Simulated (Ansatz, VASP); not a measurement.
**LiF in VASP and in Ansatz**

```xyz
2
Lattice="0.0000 2.0065 2.0065 2.0065 0.0000 2.0065 2.0065 2.0065 0.0000" Properties=species:S:1:pos:R:3 pbc="T T T"
Li    0.0000    0.0000    0.0000
F     2.0065    2.0065    2.0065
```

Alike in both runs: task single point; functional PBE; k mesh 14 × 14 × 14; occupations gaussian, width 0.05 eV; no spin polarisation.

```csv
,VASP,Ansatz
version,VASP 6.6.1,Ansatz 0.2.0
potentials or method,"VASP PAW PBE potentials, release 64 (Li_sv, F), cutoff 520 eV","scalar-relativistic, plane waves, PAW"
valence electrons in the cell,10,10
```

|  | VASP | Ansatz | Ansatz less VASP |
| --- | --- | --- | --- |
| gap on the k mesh at the Fermi level (eV) | 9.19 | 9.19 | -0.006 |
| least direct gap on the mesh (eV) | 9.19 | 9.19 | -0.006 |

Noted on VASP's run: the cutoff is short for stress, so the pressure is rough.
